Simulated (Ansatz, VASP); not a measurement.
# MoW2 in VASP and in Ansatz

Contents of INCAR:

```
SYSTEM = MoW2
ALGO     = Fast           ! electronic algorithm
EDIFF    = 1E-7           ! SCF threshold, eV
EDIFFG   = -0.01          ! ionic threshold
ENCUT    = 600            ! plane-wave cutoff, eV
GGA      = PE             ! functional
IBRION   = 2              ! ionic algorithm
ISIF     = 3              ! what is computed and relaxed
ISMEAR   = 0              ! smearing method
LASPH    = .TRUE.         ! aspherical terms in the spheres
LCHARG   = .FALSE.        ! write CHGCAR
LREAL    = .FALSE.        ! projectors in reciprocal space
LWAVE    = .FALSE.        ! write WAVECAR
NELM     = 80             ! most SCF steps
NSW      = 100            ! ionic steps
PREC     = Accurate       ! precision mode
SIGMA    = 0.1            ! smearing width, eV
```

The input KPOINTS:

```
k-points
0
G
  12 12 18
  0 0 0
```

POSCAR

```
MoW2
1.0
    4.7012635406      0.0000000000      0.0000000000
   -2.3506317703      4.0714136561      0.0000000000
    0.0000000000      0.0000000000      2.5781374125
Mo W
1 2
Direct
    0.0000000000      0.0000000000      0.0000000000
    0.3333333333      0.6666666667      0.5000000000
    0.6666666667      0.3333333333      0.5000000000
```

Input for Ansatz:

```yaml
crystal:
  lattice:
    - [4.7012635406, 0.0, 0.0]
    - [-2.3506317703, 4.0714136561, 0.0]
    - [0.0, 0.0, 2.5781374125]
  atoms:
    - { symbol: Mo, position: [0.0, 0.0, 0.0] }
    - { symbol: W, position: [0.3333333333, 0.6666666667, 0.5] }
    - { symbol: W, position: [0.6666666667, 0.3333333333, 0.5] }
basis:
  ecutwfc: 420
kpoints:
  mp_grid: { grid: [12, 12, 18] }
hamiltonian:
  xc: pbe
scf:
  occupations: { method: gaussian, width: 0.1 }
output:
  forces: true
  stress: true
  eigenvalues: true
relax:
  adjacent_minimum: "off"
  f_tol: 0.01
  max_steps: 80
  cell: { stress_tol: 0.05 }
```

Change from the starting cell: species swapped into the YSi2 type (P6/mmm, No. 191).

Alike in both runs: task relaxation of cell and atoms; functional PBE; k mesh 12 × 12 × 18; occupations gaussian, width 0.1 eV; no spin polarisation.

```csv
,VASP,Ansatz
version,VASP 6.6.1,Ansatz 0.2.0
potentials or method,"VASP PAW PBE potentials, release 64 (Mo_sv, W_sv), cutoff 600 eV","scalar-relativistic, plane waves, PAW"
valence electrons in the cell,42,42
```

|  | VASP | Ansatz | Ansatz less VASP |
| --- | --- | --- | --- |
| gap on the k mesh at the Fermi level, each at its own relaxed structure (eV) | none | none | - |
| relaxed volume (Å³/atom) | 16.49 | 16.46 | -0.035 |
| relaxed cell length with the largest relative difference (Å) | 2.598 | 2.595 | -0.0033 |

A gap of «none» marks a metal or a gap that the smearing closes.

Neither program's run includes spin-orbit coupling.
